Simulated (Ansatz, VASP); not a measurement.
Hf in VASP and in Ansatz

INCAR

```
  PREC = Accurate
  ENCUT = 520
  EDIFF = 1E-6
  ISMEAR = -1
  SIGMA = 0.05
  LREAL = False
  LASPH = True
  NELM = 100
  ALGO = Normal
  ISIF = 2
  LWAVE = False
  LCHARG = False
  GGA = CA
  NBANDS = 39
```

File KPOINTS:

```
Automatic mesh
0
Gamma
  12 8 1
```

File POSCAR:

```
Hf
1.0
    3.1190139511      0.0000000000      0.0000000000
    0.0000000000      4.9418267784      0.0000000000
    0.0000000000      0.0000000000     22.3027000000
Hf
6
Direct
    0.7500000000      0.7500000000      0.3631551490
    0.2500000000      0.2500000000      0.4027212930
    0.2500000000      0.7500000000      0.4773402291
    0.7500000000      0.2500000000      0.5226597711
    0.7500000000      0.7500000000      0.5972787119
    0.2500000000      0.2500000000      0.6368448459
```

Input for Ansatz:

```yaml
crystal:
  lattice:
    - [3.1190139511, 0.0, 0.0]
    - [0.0, 4.9418267784, 0.0]
    - [0.0, 0.0, 22.3027]
  atoms:
    - { symbol: Hf, position: [0.75, 0.75, 0.363155149] }
    - { symbol: Hf, position: [0.25, 0.25, 0.402721293] }
    - { symbol: Hf, position: [0.25, 0.75, 0.4773402291] }
    - { symbol: Hf, position: [0.75, 0.25, 0.5226597711] }
    - { symbol: Hf, position: [0.75, 0.75, 0.5972787119] }
    - { symbol: Hf, position: [0.25, 0.25, 0.6368448459] }
kpoints:
  mp_grid: { grid: [12, 8, 1] }
scf:
  occupations: { method: fermi_dirac, width: 0.05 }
hamiltonian:
  xc: lda
  pseudopotentials: { kind: paw }
output:
  forces: true
  stress: true
  eigenvalues: true
  core_levels:
    shells: { Hf: ["4f"] }
    counted_from: fermi_level
    add_spin: false
```

Alike in both runs: task single point; functional LDA; k mesh 12 × 8 × 1; occupations fermi-dirac, width 0.05 eV; no spin polarisation.

|  | VASP | Ansatz |
| --- | --- | --- |
| version | VASP 6.6.1 | Ansatz 0.2.0 |
| potentials or method | VASP PAW LDA potentials, release 64 (Hf_pv) | PAW with Ansatz's default frozen-core files, scalar-relativistic |
| plane-wave cutoff (eV) | 520 | 420 |
| valence electrons in the cell | 60 | 156 |

```csv
,VASP,Ansatz,Ansatz less VASP
rms of the force components (eV/Å),0.009,0.003,-0.0062
```

LDA's correlation is that of Perdew and Zunger in VASP and of Perdew and Wang (1992) in Ansatz. Atom by atom the forces differ by 0.007 eV/Å (rms over components). VASP's potentials hold 60 valence electrons a cell and Ansatz's 156, so a difference there can come from the potentials and not from the codes.

Spin-orbit coupling is off throughout.
